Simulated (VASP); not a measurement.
Set up this calculation in VASP 6.6.1, as the native input.

```
Task                   : single point
Functional             : PBEsol
Potentials or basis    : VASP PAW PBE potentials, release 64 (Sn_d, Se)
Cutoff                 : 520 eV
k mesh                 : 8 × 8 × 8
Occupations            : gaussian, width 0.02 eV
Spin                   : no spin polarisation
Dipole correction      : no
Further INCAR settings : ALGO = Normal; EDIFF = 1e-07; NBANDS = 17
```

The structure of SnSe lies in POSCAR:

```
SnSe
1.0
    0.0000000000     -2.9727546813     -2.9727546813
    2.9727546813      0.0000000000     -2.9727546813
    2.9727546813     -2.9727546813      0.0000000000
Sn Se
1 1
Direct
    0.5000000000      0.5000000000      0.5000000000
    0.0000000000      0.0000000000      0.0000000000
```

One way to write it, as run:

INCAR

```
PREC = Accurate ; ENCUT = 520
EDIFF = 1E-7 ; ISMEAR = 0
SIGMA = 0.02 ; LREAL = F
LASPH = T ; NELM = 80
ALGO = Normal ; ISIF = 2
LWAVE = F ; LCHARG = F
GGA = PS ; NBANDS = 17
```

KPOINTS

```
regular mesh
0
Gamma
  8 8 8
```

Potentials or basis: VASP PAW PBE potentials, release 64 (Sn_d, Se).

Command:

```bash
$ cat potpaw_PBE.64/Sn_d/POTCAR potpaw_PBE.64/Se/POTCAR > POTCAR
$ mpirun -np 1 vasp_std > vasp.out
```

Results of the run:

```yaml
Pressure: 0.0 GPa
Band_gap_on_the_k_mesh: 0.75 eV, indirect (least direct gap 0.82 eV)
```

Caveat: the PAW data sets were made with another functional, which shifts forces and pressure a little; spin-orbit coupling is left out, which moves the levels of the heavy elements.

Wall time 18 s on 1 thread of Intel Xeon 6975P-C, on a shared host, peak memory 0.18 GiB.
